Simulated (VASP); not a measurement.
# AlRu (Pm-3m) in VASP: a series of runs

Runs on AlRu. Level: PBE0. Tasks: single point.

All numbers are computed with VASP 6.6.1; they aren't measurements. Logs are shortened: lines on timing, memory, paths and dates and some standing lists are left out, and cuts for length are marked.

## 1. The cell of the first run

Symmetry: Pm-3m, No. 221, cubic system. The conventional cell has a = 2.931 Å, b = 2.931 Å, c = 2.931 Å, α = 90.00°, β = 90.00°, γ = 90.00°. Ru (site symmetry m-3m) has 8 Al at 2.54 Å and 6 Ru at 2.93 Å within 3.3 Å. Within 3.3 Å of Al (site symmetry m-3m) lie 8 Ru at 2.54 Å and 6 Al at 2.93 Å.

## 2. Single point, PBE0

POSCAR reads:

```
AlRu
1.0
    2.9305298028      0.0000000000      0.0000000000
    0.0000000000      2.9305298028      0.0000000000
    0.0000000000      0.0000000000      2.9305298028
Ru Al
1 1
Direct
    0.5000000000      0.5000000000      0.5000000000
    0.0000000000      0.0000000000      0.0000000000
```

INCAR.step1 reads:

```
SYSTEM = AlRu
  PREC = Accurate
  ENCUT = 520
  EDIFF = 1E-5
  ISMEAR = -1
  SIGMA = 0.05
  LREAL = .FALSE.
  LASPH = .TRUE.
  NELM = 100
  ALGO = Normal
  ISIF = 2
  LWAVE = .TRUE.
  LCHARG = .FALSE.
  GGA = PE
  NBANDS = 16
```

INCAR.step2 reads:

```
SYSTEM = AlRu
  PREC = Accurate
  ENCUT = 520
  EDIFF = 1E-6
  ISMEAR = -1
  SIGMA = 0.05
  LREAL = .FALSE.
  LASPH = .TRUE.
  NELM = 100
  ALGO = Normal
  ISIF = 2
  LWAVE = .FALSE.
  LCHARG = .FALSE.
  GGA = PE
  LHFCALC = .TRUE.
  AEXX = 0.25
  PRECFOCK = Normal
  ISTART = 1
  NBANDS = 16
```

KPOINTS reads:

```
regular mesh
0
G
  4 4 4
  0 0 0
```

Potentials or basis: VASP PAW PBE potentials, release 64 (Ru_pv, Al).

Started as:

```
> cat potpaw_PBE.64/Ru_pv/POTCAR potpaw_PBE.64/Al/POTCAR > POTCAR
> cp INCAR.step1 INCAR
> mpirun -np 1 vasp_std > vasp.out
> cp INCAR.step2 INCAR
> mpirun -np 1 vasp_std > vasp.out
```

OUTCAR:

```text
SYSTEM = AlRu
   PREC = Accurate
   ENCUT = 520
   EDIFF = 1E-6
   ISMEAR = -1
   LREAL = .FALSE.
   LASPH = .TRUE.
   NELM = 100
   ISIF = 2
   GGA = PE
   LHFCALC = .TRUE.
   AEXX = 0.25
   PRECFOCK = Normal
   ISTART = 1

 ion  position               nearest neighbor table
   1  0.500  0.500  0.500-   2 2.54   2 2.54   2 2.54   2 2.54   2 2.54   2 2.54   2 2.54   2 2.54

   2  0.000  0.000  0.000-   1 2.54   1 2.54   1 2.54   1 2.54   1 2.54   1 2.54   1 2.54   1 2.54

  LATTYP: Found a simple cubic cell.
 ALAT       =     2.9305298028

  Lattice vectors:

 A1 = (   2.9305298028,   0.0000000000,   0.0000000000)
 A2 = (   0.0000000000,   2.9305298028,   0.0000000000)
 A3 = (   0.0000000000,   0.0000000000,   2.9305298028)

Analysis of symmetry for initial positions (statically):
=====================================================================
 Subroutine PRICEL returns:
 Original cell was already a primitive cell.

 Routine SETGRP: Setting up the symmetry group for a
 simple cubic supercell.

 Subroutine GETGRP returns: Found 48 space group operations
[... 9 lines left out ...]

 Routine SETGRP: Setting up the symmetry group for a
 simple cubic supercell.

 Subroutine GETGRP returns: Found 48 space group operations
[... 11 lines left out ...]
                                     Primitive cell

  volume of cell :      25.1674

  direct lattice vectors                    reciprocal lattice vectors
     2.930529803  0.000000000  0.000000000     0.341235226  0.000000000  0.000000000
     0.000000000  2.930529803  0.000000000     0.000000000  0.341235226  0.000000000
     0.000000000  0.000000000  2.930529803     0.000000000  0.000000000  0.341235226

  length of vectors
     2.930529803  2.930529803  2.930529803     0.341235226  0.341235226  0.341235226

  position of ions in fractional coordinates (direct lattice)
     0.500000000  0.500000000  0.500000000
     0.000000000  0.000000000  0.000000000

  ion indices of the primitive-cell ions
   primitive index   ion index
                 1           1
                 2           2

----------------------------------------------------------------------------------------

 KPOINTS: regular mesh

Automatic generation of k-mesh.
 Grid dimensions read from file:
 generate k-points for:    4    4    4

 Generating k-lattice:

  Cartesian coordinates                     Fractional coordinates (reciprocal lattice)
     0.085308807  0.000000000  0.000000000     0.250000000  0.000000000  0.000000000
     0.000000000  0.085308807  0.000000000     0.000000000  0.250000000  0.000000000
     0.000000000  0.000000000  0.085308807     0.000000000  0.000000000  0.250000000

  Length of vectors
     0.085308807  0.085308807  0.085308807

  Shift w.r.t. Gamma in fractional coordinates (k-lattice)
     0.000000000  0.000000000  0.000000000

 Subroutine IBZKPT returns following result:
 ===========================================

 Found     10 irreducible k-points:

 Following reciprocal coordinates:
            Coordinates               Weight
  0.000000  0.000000  0.000000      1.000000
  0.250000  0.000000  0.000000      6.000000
  0.500000  0.000000  0.000000      3.000000
  0.250000  0.250000  0.000000     12.000000
  0.500000  0.250000  0.000000     12.000000
  0.500000  0.500000  0.000000      3.000000
  0.250000  0.250000  0.250000      8.000000
  0.500000  0.250000  0.250000     12.000000
  0.500000  0.500000  0.250000      6.000000
  0.500000  0.500000  0.500000      1.000000
   k-points           NKPTS =     10   k-points in BZ     NKDIM =     64   number of bands    NBANDS=     16
   number of dos      NEDOS =    301   number of ions     NIONS =      2
   total plane-waves  NPLWV =  13824
   dimension x,y,z NGX =    24 NGY =   24 NGZ =   24
   dimension x,y,z NGXF=    48 NGYF=   48 NGZF=   48
   ions per type =               1   1
   NGX,Y,Z   is equivalent  to a cutoff of  13.61, 13.61, 13.61 a.u.
   NGXF,Y,Z  is equivalent  to a cutoff of  27.23, 27.23, 27.23 a.u.
 SYSTEM =  AlRu
   PREC   = accura    normal or accurate (medium, high low for compatibility)
   ISTART =      1    job   : 0-new  1-cont  2-samecut
   ICHARG =      0    charge: 1-file 2-atom 10-const
   ISPIN  =      1    spin polarized calculation?
   LNONCOLLINEAR =      F non collinear calculations
   LSORBIT =      F    spin-orbit coupling
   LASPH  =      T    aspherical Exc in radial PAW
   ENCUT  =  520.0 eV  38.22 Ry    6.18 a.u.   5.45  5.45  5.45*2*pi/ulx,y,z
   NELM   =    100;   NELMIN=  2; NELMDL=  0     # of ELM steps
   EDIFF  = 0.1E-05   stopping-criterion for ELM
   LREAL  =      F    real-space projection
   EDIFFG = 0.1E-04   stopping-criterion for IOM
   NSW    =      0    number of steps for IOM
   IBRION =     -1    ionic relax: 0-MD 1-quasi-New 2-CG
   NFREE  =      0    steps in history (QN), initial steepest desc. (CG)
   ISIF   =      2    stress and relaxation
   ISYM   =      3    0-nonsym 1-usesym 2-fastsym
   POTIM  = 0.5000    time-step for ionic-motion
   TEBEG  =    0.0;   TEEND  =   0.0 temperature during run
   PSTRESS=    0.0 pullay stress
   NELECT =      17.0000    total number of electrons
   NUPDOWN=      -1.0000    fix difference up-down
   EMIN   =  10.00;   EMAX   =-10.00  energy-range for DOS
   EFERMI =   0.00;   METHOD = LEGACY
   ISMEAR =    -1;   SIGMA  =   0.05  broadening in eV -4-tet -1-fermi 0-gaus
   EFERMI_NEDOS =   21; number of points for ismear=-14 and -15
   IALGO  =     38    algorithm
   IMIX   =      1    mixing-type and parameters
     AMIX     =   0.40;   BMIX     =  1.00
     AMIX_MAG =   1.60;   BMIX_MAG =  1.00
  volume/ion in A,a.u.               =      12.58        84.92
  Fermi-wavevector in a.u.,A,eV,Ry     =   1.436410  2.714421 28.072531  2.063273
  Thomas-Fermi vector in A             =   2.555601
   LORBIT       =      0    0 simple, 1 ext, 2 COOP (PROOUT), +10 PAW based schemes
   GGA     = PE    functional components
   LHFCALC =     T    Hartree Fock is set to
   PRECFOCK=normal    Normal, Fast or Accurate (Low or Medium for compatibility)
   ENCUT4O =  -1.0   cutoff for four orbital integrals eV
   NKREDX  =     1    reduce k-point grid by
   NKREDY  =     1    reduce k-point grid by
   NKREDZ  =     1    reduce k-point grid by
   AEXX    =    0.2500 exact exchange contribution
   HFSCREEN=    0.0000 screening length (either q_TF or 0.3 A-1)
   HFSCREENC=   0.0000 screening length for correlation (either q_TF or 0.3 A-1)
   ENCUTFOCK=  -1.0 apply spherical cutoff to Coloumb kernel
   IVDW    =     0    specifies the selected vdW correction
   LEPSILON=     F    determine dielectric tensor
   LRPA    =     F    only Hartree local field effects (RPA)
 non-spin polarized calculation
  energy-cutoff  :      520.00
  volume of cell :       25.17
 maximum number of plane-waves:       691
 NGX is ok and might be reduce to    24
  NGX = 18; NGY = 18; NGZ = 18

 number of electron      17.0000002 magnetization

 Free energy of the ion-electron system (eV)
  ---------------------------------------------------
  ext. energy  EPLUGINS =         0.00000000
  ---------------------------------------------------
  free energy    TOTEN  =       -18.33611835 eV

  energy without entropy =      -18.33014760  energy(sigma->0) =      -18.33313298

 E-fermi :  11.2468     XC(G=0): -10.0907

 val. band max:       11.2121416300   @ k =   0.2500   0.0000   0.0000
 cond. band min:      11.9002761432   @ k =   0.5000   0.0000   0.0000
 fundamental gap:      0.6881345132
 Fermi energy:        11.2468067231

 k-point     1 :       0.0000    0.0000    0.0000
  band No.  band energies     occupation
      1     -33.6897      2.00000
      2     -33.6897      2.00000
      3     -33.6897      2.00000
      4      -0.3819      2.00000
      5       6.4177      2.00000
      6       6.4177      2.00000
      7      10.7691      1.99986
      8      10.7691      1.99986
      9      10.7691      1.99986
     10      18.8914      0.00000
     11      18.8914      0.00000
     12      18.8914      0.00000
     13      24.3436      0.00000
     14      24.3436      0.00000
     15      28.1772      0.00000
     16      29.4930      0.00000

 k-point     2 :       0.2500    0.0000    0.0000
  band No.  band energies     occupation
      1     -33.8505      2.00000
      2     -33.6779      2.00000
      3     -33.6779      2.00000
      4       0.9781      2.00000
      5       6.6225      2.00000
      6       6.8646      2.00000
      7       9.5091      2.00000
      8       9.5091      2.00000
      9      11.2121      1.33340
     10      15.7940      0.00000
     11      21.0978      0.00000
     12      21.0978      0.00000
     13      21.8585      0.00000
     14      26.3778      0.00000
     15      28.1804      0.00000
     16      30.2698      0.00000

 k-point     3 :       0.5000    0.0000    0.0000
  band No.  band energies     occupation
      1     -34.0107      2.00000
      2     -33.6662      2.00000
      3     -33.6662      2.00000
      4       3.9491      2.00000
      5       4.6205      2.00000
      6       7.3923      2.00000
      7       8.5957      2.00000
      8       8.5957      2.00000
      9      11.9003      0.00000
     10      15.0885      0.00000
     11      19.9175      0.00000
     12      24.2162      0.00000
     13      24.2162      0.00000
     14      26.5810      0.00000
     15      26.5810      0.00000
     16      27.2047      0.00000

 k-point     4 :       0.2500    0.2500    0.0000
  band No.  band energies     occupation
      1     -33.8389      2.00000
      2     -33.8331      2.00000
      3     -33.6646      2.00000
      4       2.1424      2.00000
      5       6.5871      2.00000
      6       7.5518      2.00000
      7       8.7026      2.00000
      8       9.6135      2.00000
      9       9.9159      2.00000
     10      16.1808      0.00000
     11      18.3820      0.00000
     12      22.3827      0.00000
     13      23.1129      0.00000
     14      27.6607      0.00000
     15      28.1801      0.00000
     16      29.0212      0.00000

 k-point     5 :       0.5000    0.2500    0.0000
  band No.  band energies     occupation
      1     -33.9943      2.00000
      2     -33.8214      2.00000
      3     -33.6521      2.00000
      4       4.0401      2.00000
      5       5.3574      2.00000
      6       8.2095      2.00000
      7       8.8687      2.00000
      8       8.8928      2.00000
      9      10.0321      2.00000
     10      14.8290      0.00000
     11      20.3635      0.00000
     12      20.5362      0.00000
     13      24.7386      0.00000
     14      25.1490      0.00000
     15      27.2731      0.00000
     16      28.1800      0.00000

 k-point     6 :       0.5000    0.5000    0.0000
  band No.  band energies     occupation
      1     -33.9775      2.00000
      2     -33.9775      2.00000
      3     -33.6405      2.00000
      4       3.4856      2.00000
      5       7.1077      2.00000
      6       9.1480      2.00000
      7       9.1480      2.00000
      8       9.3387      2.00000
      9       9.3387      2.00000
     10      14.1010      0.00000
     11      18.5603      0.00000
     12      19.4890      0.00000
     13      23.9141      0.00000
     14      27.7245      0.00000
     15      27.7245      0.00000
     16      28.1800      0.00000

 k-point     7 :       0.2500    0.2500    0.2500
  band No.  band energies     occupation
      1     -33.8259      2.00000
      2     -33.8192      2.00000
      3     -33.8192      2.00000
      4       3.0631      2.00000
      5       7.1154      2.00000
      6       7.1154      2.00000
      7       9.1320      2.00000
      8       9.2292      2.00000
      9       9.2292      2.00000
     10      18.3033      0.00000
     11      18.3033      0.00000
     12      19.4802      0.00000
     13      24.8826      0.00000
     14      25.6776      0.00000
     15      25.6776      0.00000
     16      28.1803      0.00000

 k-point     8 :       0.5000    0.2500    0.2500
  band No.  band energies     occupation
      1     -33.9790      2.00000
      2     -33.8090      2.00000
      3     -33.8050      2.00000
      4       4.2804      2.00000
      5       6.1692      2.00000
      6       6.4723      2.00000
      7       9.1758      2.00000
      8       9.4710      2.00000
      9      12.5412      0.00000
     10      15.1494      0.00000
     11      19.7579      0.00000
     12      21.2854      0.00000
     13      22.0837      0.00000
     14      22.6643      0.00000
     15      26.7318      0.00000
     16      28.1799      0.00000

 k-point     9 :       0.5000    0.5000    0.2500
  band No.  band energies     occupation
      1     -33.9628      2.00000
      2     -33.9628      2.00000
      3     -33.7932      2.00000
      4       4.1581      2.00000
      5       6.1471      2.00000
      6       6.1471      2.00000
      7       9.3128      2.00000
      8      13.9874      0.00000
      9      13.9874      0.00000
     10      14.1213      0.00000
     11      17.4953      0.00000
     12      18.3279      0.00000
     13      22.1360      0.00000
     14      24.6152      0.00000
     15      24.6152      0.00000
     16      28.1779      0.00000

 k-point    10 :       0.5000    0.5000    0.5000
  band No.  band energies     occupation
      1     -33.9472      2.00000
      2     -33.9472      2.00000
      3     -33.9472      2.00000
      4       5.0102      2.00000
      5       5.0102      2.00000
      6       5.0102      2.00000
      7      14.1476      0.00000
      8      14.1476      0.00000
      9      15.3017      0.00000
     10      16.6115      0.00000
     11      16.6115      0.00000
     12      16.6115      0.00000
     13      21.8952      0.00000
     14      21.8952      0.00000
     15      21.8952      0.00000
     16      26.0175      0.00000

------------------------ aborting loop because EDIFF is reached ----------------------------------------

  FORCE on cell =-STRESS in cart. coord.  units (eV):
  Direction    XX          YY          ZZ          XY          YZ          ZX
  --------------------------------------------------------------------------------------
  -------------------------------------------------------------------------------------
  Total        1.1230309      1.1230309      1.1230309      0.0000000      0.0000000     -0.0000000
  in kB       71.4930555     71.4930555     71.4930555      0.0000000      0.0000000     -0.0000000
  external PRESSURE =      71.4930555 kB  Pullay stress =       0.0000000 kB

 VOLUME and BASIS-vectors are now :
 -----------------------------------------------------------------------------
  energy-cutoff  :      520.00
  volume of cell :       25.17
      direct lattice vectors                 reciprocal lattice vectors
     2.930529803  0.000000000  0.000000000     0.341235226  0.000000000  0.000000000
     0.000000000  2.930529803  0.000000000     0.000000000  0.341235226  0.000000000
     0.000000000  0.000000000  2.930529803     0.000000000  0.000000000  0.341235226

 POSITION                                       TOTAL-FORCE (eV/Angst)
 -----------------------------------------------------------------------------------
      1.46526      1.46526      1.46526         0.000000      0.000000      0.000000
      0.00000      0.00000      0.00000         0.000000      0.000000      0.000000
 -----------------------------------------------------------------------------------
    total drift:                               -0.000001     -0.000001     -0.000001

  FREE ENERGIE OF THE ION-ELECTRON SYSTEM (eV)
  ---------------------------------------------------
  free  energy   TOTEN  =       -18.3361183459 eV

  energy  without entropy=      -18.3301476043  energy(sigma->0) =      -18.33313298
```

It took 4.4 min on 1 thread of AMD EPYC 7R13 (Zen 3), shared host; peak memory 0.12 GiB.

Results:

* Free energy: -18.3361 eV
* Pressure: 7.1 GPa

Caveat: the k points lie up to 0.54 Å⁻¹ apart; the PAW data sets were made with another functional, which shifts forces and pressure a little.

## 3. Single point, PBE0

This run uses another cell than the first one, of 12.85 Å³/atom, 1.021 times its volume.

POSCAR reads:

```
AlRu
1.0
    2.9511680166      0.0000000000      0.0000000000
    0.0000000000      2.9511680166      0.0000000000
    0.0000000000      0.0000000000      2.9511680166
Ru Al
1 1
Direct
    0.5000000000      0.5000000000      0.5000000000
    0.0000000000      0.0000000000      0.0000000000
```

INCAR.step1 reads:

```
SYSTEM = AlRu
ALGO = Normal
EDIFF = 1E-5
ENCUT = 520
GGA = PE
ISIF = 2
ISMEAR = -1
LASPH = .True.
LREAL = .False.
LWAVE = .True.
NBANDS = 16
NELM = 80
PREC = Accurate
SIGMA = 0.05
```

INCAR.step2 reads:

```
SYSTEM = AlRu
AEXX = 0.25
ALGO = Normal
EDIFF = 1E-6
ENCUT = 520
GGA = PE
ISIF = 2
ISMEAR = -1
ISTART = 1
LASPH = .True.
LCHARG = .True.
LELF = .True.
LHFCALC = .True.
LREAL = .False.
LVHAR = .True.
LWAVE = .False.
NBANDS = 16
NELM = 80
PREC = Accurate
PRECFOCK = Normal
SIGMA = 0.05
```

KPOINTS reads:

```
k-points
0
Gamma
  4 4 4
  0 0 0
```

Potentials or basis: VASP PAW PBE potentials, release 64 (Ru_pv, Al).

Started as:

```
> cat potpaw_PBE.64/Ru_pv/POTCAR potpaw_PBE.64/Al/POTCAR > POTCAR
> cp INCAR.step1 INCAR
> mpirun -np 1 vasp_std > vasp.out
> cp INCAR.step2 INCAR
> mpirun -np 1 vasp_std > vasp.out
```

Run time: 4.2 min. Hardware: 1 thread of AMD EPYC 7R13 (Zen 3), shared host; peak memory 0.12 GiB.

The run converged. Its results:

* Free energy: -18.3512 eV
* Pressure: 1.8 GPa

Levels at points of the mesh, in eV from the Fermi level:
```csv
k point,band 6,band 7,band 8,band 9,band 10,band 11,band 12,band 13
"(0.00, 0.00, 0.00)",-4.68,-0.47,-0.47,-0.47,7.54,7.54,7.54,12.97
"(0.50, 0.00, 0.00)",-3.73,-2.58,-2.58,0.64,3.76,8.70,12.86,12.86
"(0.50, 0.50, 0.00)",-2.04,-2.04,-1.88,-1.88,2.80,7.17,8.01,12.50
"(0.50, 0.50, 0.50)",-6.09,2.85,2.85,3.92,5.31,5.31,5.31,10.44
```

Caveat: the k points lie up to 0.53 Å⁻¹ apart; the PAW data sets were made with another functional, which shifts forces and pressure a little.

(Continued in part 2 of 2.)
